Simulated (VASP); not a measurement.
## B: relaxation of cell and atoms with LDA

B:

```
B
1.0
     2.45400    1.41682    4.18853
    -2.45400    1.41682    4.18853
     0.00000   -2.83364    4.18853
B
12
Cartesian
  -1.5875 0.9165 2.8402
  0.0000 -1.8331 2.8402
  1.5875 0.9165 2.8402
  1.5875 -0.9165 9.7254
  0.0000 1.8331 9.7254
  -1.5875 -0.9165 9.7254
  -1.0103 0.5833 4.4964
  0.0000 -1.1666 4.4964
  1.0103 0.5833 4.4964
  1.0103 -0.5833 8.0692
  0.0000 1.1666 8.0692
  -1.0103 -0.5833 8.0692
```

```yaml
Program: VASP 6.6.1
Task: relaxation of cell and atoms
Functional: LDA
Potentials_or_basis: VASP PAW LDA potentials, release 64 (B)
Cutoff: 600 eV
k_mesh: 8 × 8 × 8
Occupations: gaussian, width 0.05 eV
Spin: no spin polarisation
Dipole_correction: no
Further_INCAR_settings: ALGO = Normal; EDIFF = 1e-06; IBRION = 2; EDIFFG = -0.01; NSW = 80; ISIF = 3
```

```json
{"Relaxed volume": "6.99 Å³/atom", "Relaxed cell": "a = 4.989 Å, b = 4.989 Å, c = 4.989 Å, α = 58.07°, β = 58.07°, γ = 58.07°", "Space group after relaxing (to 0.05 Å)": "R-3m (No. 166)", "Energy gained by relaxing": "10.3 meV/atom", "Ionic steps": "8", "Pressure after relaxing": "0.0 GPa", "Largest force after relaxing": "0.006 eV/Å", "Band gap on the k mesh": "1.37 eV, indirect (least direct gap 1.72 eV)"}
```

Forces in eV/Å, atoms in the order of the input:
```
B    0.001  0.000 -0.006
B    0.000  0.001 -0.006
B   -0.001  0.000 -0.006
B   -0.001  0.000  0.006
B    0.000 -0.001  0.006
B    0.001  0.000  0.006
B   -0.001  0.000 -0.001
B    0.000 -0.001 -0.001
B    0.001  0.000 -0.001
B    0.001  0.000  0.001
B    0.000  0.001  0.001
B   -0.001  0.000  0.001
```

Stress tensor (GPa, compression positive):
```
-0.03  0.00  0.00
 0.00 -0.03  0.00
 0.00  0.00  0.09
```

The path:
```csv
step,energy change (eV),largest force (eV/Å),pressure (GPa),volume (Å³)
1,0.0000,0.6550,-8.29,87.38
2,-0.0452,0.9616,4.57,82.70
3,-0.1121,0.2198,-1.33,84.66
4,-0.1198,0.2189,0.94,83.68
5,-0.1219,0.0901,0.20,83.99
6,-0.1228,0.0567,-0.18,83.95
7,-0.1231,0.0310,-0.05,83.96
8,-0.1233,0.0064,0.01,83.94
```

Final structure:
```
B
1.0
     2.42152    1.39806    4.13217
    -2.42152    1.39806    4.13217
     0.00000   -2.79613    4.13217
B
12
Direct
  0.01049 0.65427 0.01049
  0.01049 0.01049 0.65427
  0.65427 0.01049 0.01049
  0.98951 0.34573 0.98951
  0.98951 0.98951 0.34573
  0.34573 0.98951 0.98951
  0.22152 0.62995 0.22152
  0.22152 0.22152 0.62995
  0.62995 0.22152 0.22152
  0.77848 0.37005 0.77848
  0.77848 0.77848 0.37005
  0.37005 0.77848 0.77848
```

Levels at points of the mesh, in eV from the valence-band top:
```
           k point  band 14  band 15  band 16  band 17  band 18  band 19  band 20  band 21  band 22  band 23
(0.00, 0.00, 0.00)    -4.59    -1.46    -0.79    -0.79    -0.37     1.37     4.66     4.66     4.78     4.78
(0.50, 0.00, 0.00)    -3.18    -2.78    -1.94    -1.75    -0.52     1.95     3.38     3.65     5.06     5.09
(0.50, 0.50, 0.00)    -3.34    -3.04    -2.57    -2.17    -1.89     1.50     2.69     2.98     3.59     5.44
(0.50, 0.50, 0.50)    -3.21    -3.09    -1.95    -1.95     0.00     2.61     2.83     2.83     5.09     5.09
```

Run time: 9.7 min on 1 thread of Intel(R) Xeon(R) 6975P-C (Granite Rapids), with other jobs on the host, peak memory 0.28 GiB.

A k mesh can miss the band edges.
